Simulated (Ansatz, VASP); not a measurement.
Na: VASP beside Ansatz

The input INCAR:

```
PREC = Accurate
ENCUT = 520
EDIFF = 1E-6
ISMEAR = 0
SIGMA = 0.15
LREAL = F
LASPH = T
NELM = 60
ALGO = Fast
ISIF = 2
LWAVE = F
LCHARG = T
GGA = PE
LELF = T
LVHAR = T
NBANDS = 10
```

Contents of KPOINTS:

```
regular mesh
0
Gamma
  18 18 18
```

The input POSCAR:

```
Na
1.0
   -2.0512843058      2.0512843058      2.2564127364
    2.0512843058     -2.0512843058      2.2564127364
    2.0512843058      2.0512843058     -2.2564127364
Na
1
Direct
    0.0000000000      0.0000000000      0.0000000000
```

Input for Ansatz:

```yaml
crystal:
  lattice:
    - [-2.0512843058, 2.0512843058, 2.2564127364]
    - [2.0512843058, -2.0512843058, 2.2564127364]
    - [2.0512843058, 2.0512843058, -2.2564127364]
  atoms:
    - { symbol: Na, position: [0.0, 0.0, 0.0] }
basis:
  ecutwfc: 420
kpoints:
  mp_grid: { grid: [18, 18, 18] }
hamiltonian:
  xc: pbe
scf:
  occupations: { method: gaussian, width: 0.15 }
output:
  forces: true
  stress: true
  eigenvalues: true
```

Alike in both runs: task single point; functional PBE; k mesh 18 × 18 × 18; occupations gaussian, width 0.15 eV; no spin polarisation.

```csv
,VASP,Ansatz
version,VASP 6.6.1,Ansatz 0.2.0
potentials or method,"VASP PAW PBE potentials, release 64 (Na_pv), cutoff 520 eV","scalar-relativistic, plane waves, PAW"
valence electrons in the cell,7,9
```

Ansatz gave:

| Property | Result |
| --- | --- |
| gap on the k mesh at the Fermi level (eV) | none |
| pressure (GPa) | -0.2 |

**Question.** What did VASP give for the same quantities?

**Answer.** gap on the k mesh at the Fermi level (eV): none; pressure (GPa): -0.3.

A gap of «none» marks a metal or a gap that the smearing closes. With one functional, cell and mesh, what is left measures potentials, basis and numerics. VASP's potentials hold 7 valence electrons a cell and Ansatz's 9, so a difference there can come from the potentials and not from the codes.
